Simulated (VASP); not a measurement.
# AlN (Imm2) in VASP: a series of runs, part 2 of 2

VASP 6.6.1. The steps go on from the part before.

## Step 3: Single point, PBE (atom 1 (Al) moved by (-0.150, +0.000) A along x and y)

Contents of INCAR:

```
ALGO     = Normal         # electronic algorithm
EDIFF    = 1E-7           # SCF threshold, eV
ENCUT    = 520            # plane-wave cutoff, eV
GGA      = PE             # functional
ISIF     = 2              # what is computed and relaxed
ISMEAR   = 0              # smearing method
LASPH    = T              # aspherical terms in the spheres
LCHARG   = F              # write CHGCAR
LREAL    = F              # projectors in reciprocal space
LWAVE    = F              # write WAVECAR
NBANDS   = 11             # bands
NELM     = 100            # most SCF steps
PREC     = Accurate       # precision mode
SIGMA    = 0.05           # smearing width, eV
```

Contents of KPOINTS:

```
k-points
0
Gamma
  10 10 10
```

Contents of POSCAR:

```
AlN
1.0
    0.0000000000      2.1839935596      2.1839935596
    2.1839935596      0.0000000000      2.1839935596
    2.1839935596      2.1839935596      0.0000000000
Al N
1 1
Direct
    0.0343407606     -0.0343407606     -0.0343407606
    0.7500000000      0.7500000000      0.7500000000
```

Potentials or basis: VASP PAW PBE potentials, release 64 (Al, N).

Run with:

```
cat potpaw_PBE.64/Al/POTCAR potpaw_PBE.64/N/POTCAR > POTCAR
mpirun -np 1 vasp_std > vasp.out
```

OUTCAR:

```text
EDIFF = 1E-7
   ENCUT = 520
   GGA = PE
   ISIF = 2
   ISMEAR = 0
   LASPH = T
   LREAL = F
   NELM = 100
   PREC = Accurate

 ion  position               nearest neighbor table
   1  0.034  0.966  0.966-   2 1.81   2 1.81   2 1.98   2 1.98
   2  0.750  0.750  0.750-   1 1.81   1 1.81   1 1.98   1 1.98

  LATTYP: Found a face centered cubic cell.
 ALAT       =     4.3679871192

  Lattice vectors:

 A1 = (   0.0000000000,   2.1839935596,   2.1839935596)
 A2 = (   2.1839935596,   0.0000000000,   2.1839935596)
 A3 = (   2.1839935596,   2.1839935596,   0.0000000000)

Analysis of symmetry for initial positions (statically):
=====================================================================
 Subroutine PRICEL returns:
 Original cell was already a primitive cell.

 Routine SETGRP: Setting up the symmetry group for a
 face centered cubic supercell.

 Subroutine GETGRP returns: Found  4 space group operations
 (whereof  4 operations were pure point group operations)
 out of a pool of 48 trial point group operations.

The static configuration has the point symmetry C_2v.

Analysis of symmetry for dynamics (positions and initial velocities):
=====================================================================
 Subroutine PRICEL returns:
 Original cell was already a primitive cell.

 Routine SETGRP: Setting up the symmetry group for a
 face centered cubic supercell.

 Subroutine GETGRP returns: Found  4 space group operations
 (whereof  4 operations were pure point group operations)
 out of a pool of 48 trial point group operations.

The dynamic configuration has the point symmetry C_2v.

 Subroutine INISYM returns: Found  4 space group operations
 (whereof  4 operations are pure point group operations),
 and found     1 'primitive' translations

----------------------------------------------------------------------------------------

                                     Primitive cell

  volume of cell :      20.8345
[... 111 lines left out ...]
  Fermi-wavevector in a.u.,A,eV,Ry     =   1.189899  2.248583 19.263943  1.415860
  Thomas-Fermi vector in A             =   2.325996
   LORBIT       =      0    0 simple, 1 ext, 2 COOP (PROOUT), +10 PAW based schemes
   GGA     = PE    functional components
   LHFCALC =     F    Hartree Fock is set to
   AEXX    =    0.0000 exact exchange contribution
   IVDW    =     0    specifies the selected vdW correction
   LEPSILON=     F    determine dielectric tensor
   LRPA    =     F    only Hartree local field effects (RPA)
 non-spin polarized calculation
 Gauss-broadening in eV      SIGMA  =   0.05
  energy-cutoff  :      520.00
  volume of cell :       20.83
 maximum number of plane-waves:       571
   NGX = 11   NGY = 11   NGZ = 11

 number of electron       8.0000000 magnetization

 Free energy of the ion-electron system (eV)
  ---------------------------------------------------
  ext. energy  EPLUGINS =         0.00000000
  ---------------------------------------------------
  free energy    TOTEN  =       -14.67709866 eV

  energy without entropy =      -14.67709866  energy(sigma->0) =      -14.67709866

 E-fermi :   6.5720     XC(G=0): -10.9315

 val. band max:        6.3325176852   @ k =   0.0000   0.0000   0.0000
 cond. band min:       9.2650077195   @ k =   0.5000   0.5000   0.0000
 fundamental gap:      2.9324900343
 Fermi energy:         6.5720387881

 k-point     1 :       0.0000    0.0000    0.0000
  band No.  band energies     occupation
      1      -9.0197      2.00000
      2       5.5522      2.00000
      3       5.9832      2.00000
      4       6.3325      2.00000
      5      10.1122      0.00000
      6      18.4805      0.00000
      7      18.5598      0.00000
      8      18.5789      0.00000
      9      23.5136      0.00000
     10      23.6280      0.00000
     11      24.4846      0.00000
[... 309 lines left out ...]
 k-point    24 :       0.1000    0.0000    0.4000
  band No.  band energies     occupation
      1      -7.3544      2.00000
      2       1.2179      2.00000
      3       4.8914      2.00000
      4       5.4118      2.00000
      5      13.3410      0.00000
      6      15.4700      0.00000
      7      17.5423      0.00000
      8      18.0335      0.00000
      9      22.6522      0.00000
     10      24.4696      0.00000
     11      25.8750      0.00000

 [... further k-points ...]
[... 5 lines left out ...]
  --------------------------------------------------------------------------------------
  -------------------------------------------------------------------------------------
  Total        0.5755563      1.1524033      1.1524033      0.0000000      1.4396610      0.0000000
  in kB       44.2602963     88.6198550     88.6198550      0.0000000    110.7099764      0.0000000
  external PRESSURE =      73.8333354 kB  Pullay stress =       0.0000000 kB

 VOLUME and BASIS-vectors are now :
 -----------------------------------------------------------------------------
  energy-cutoff  :      520.00
  volume of cell :       20.83
      direct lattice vectors                 reciprocal lattice vectors
     0.000000000  2.183993560  2.183993560    -0.228938404  0.228938404  0.228938404
     2.183993560  0.000000000  2.183993560     0.228938404 -0.228938404  0.228938404
     2.183993560  2.183993560  0.000000000     0.228938404  0.228938404 -0.228938404

 POSITION                                       TOTAL-FORCE (eV/Angst)
 -----------------------------------------------------------------------------------
      4.21799      2.18399      2.18399         2.153807      0.000000      0.000000
      3.27599      3.27599      3.27599        -2.153807      0.000000      0.000000
 -----------------------------------------------------------------------------------
    total drift:                               -0.000060      0.000000      0.000000

  FREE ENERGIE OF THE ION-ELECTRON SYSTEM (eV)
  ---------------------------------------------------
  free  energy   TOTEN  =       -14.6770986616 eV

  energy  without entropy=      -14.6770986616  energy(sigma->0) =      -14.67709866
```

OSZICAR:

```text
N       E                     dE             d eps       ncg     rms          rms(c)
DAV:   1     0.114101465589E+02    0.11410E+02   -0.38670E+03  3874   0.603E+02
DAV:   2    -0.162068137631E+02   -0.27617E+02   -0.26397E+02  4485   0.137E+02
DAV:   3    -0.171276594295E+02   -0.92085E+00   -0.91955E+00  4632   0.238E+01
DAV:   4    -0.171324469178E+02   -0.47875E-02   -0.47872E-02  4260   0.189E+00
DAV:   5    -0.171325031677E+02   -0.56250E-04   -0.56250E-04  4563   0.199E-01    0.876E+00
DAV:   6    -0.146907601932E+02    0.24417E+01   -0.12223E+01  4382   0.175E+01    0.287E+00
DAV:   7    -0.146846566436E+02    0.61035E-02   -0.17563E-01  4236   0.330E+00    0.208E+00
DAV:   8    -0.146784405478E+02    0.62161E-02   -0.30219E-02  4197   0.161E+00    0.562E-01
DAV:   9    -0.146770314350E+02    0.14091E-02   -0.44157E-03  4539   0.401E-01    0.220E-01
DAV:  10    -0.146770843865E+02   -0.52952E-04   -0.39525E-04  4152   0.136E-01    0.250E-02
DAV:  11    -0.146770979666E+02   -0.13580E-04   -0.16235E-05  4482   0.323E-02    0.104E-02
DAV:  12    -0.146770986486E+02   -0.68201E-06   -0.22260E-06  4218   0.101E-02    0.326E-03
DAV:  13    -0.146770986616E+02   -0.13005E-07   -0.11581E-07  2935   0.271E-03
   1 F= -.14677099E+02 E0= -.14677099E+02  d E =-.313076E-14
```

stdout:

```text
POSCAR found type information on POSCAR AlN
 POSCAR found :  2 types and       2 ions
 scaLAPACK will be used
 LDA part: xc-table for (Slater+PW92), standard interpolation
 POSCAR, INCAR and KPOINTS ok, starting setup
 FFT: planning ... GRIDC
 FFT: planning ... GRID_SOFT
 FFT: planning ... GRID
 WAVECAR not read
 entering main loop
```

Wall time 11 s (1 thread of Intel Xeon 6975P-C (Granite Rapids), shared host); peak memory 0.16 GiB.

Results:

```
Free energy            : -14.6771 eV
Pressure               : 7.4 GPa
Largest force          : 2.154 eV/Å
Band gap on the k mesh : 2.93 eV, indirect (least direct gap 3.78 eV)
```

Forces on the atoms (eV/Å):
```
Al   2.154  0.000  0.000
N   -2.154  0.000  0.000
```

Levels at points of the mesh, in eV from the valence-band top:
| k point | band 1 | band 2 | band 3 | band 4 | band 5 | band 6 | band 7 | band 8 |
| --- | --- | --- | --- | --- | --- | --- | --- | --- |
| (0.00, 0.00, 0.00) | -15.35 | -0.78 | -0.35 | 0.00 | 3.78 | 12.15 | 12.23 | 12.25 |
| (0.50, 0.00, 0.00) | -13.29 | -6.33 | -0.92 | -0.52 | 6.86 | 9.34 | 10.65 | 11.08 |
| (0.00, 0.50, 0.00) | -13.33 | -6.10 | -1.23 | -0.71 | 7.03 | 9.52 | 10.63 | 10.90 |
| (0.50, 0.50, 0.00) | -12.68 | -5.29 | -2.12 | -2.09 | 2.93 | 8.11 | 13.45 | 15.42 |
| (0.00, 0.50, 0.50) | -12.68 | -5.26 | -2.44 | -1.89 | 2.98 | 8.27 | 13.45 | 15.29 |

Caveat: the cell differs from its parent crystal (atom 1 (Al) moved by (-0.150, +0.000) A along x and y); forces of over 1 eV/Å act on the atoms, so gaps and moduli don't describe the material at rest. A k mesh can miss the band edges.
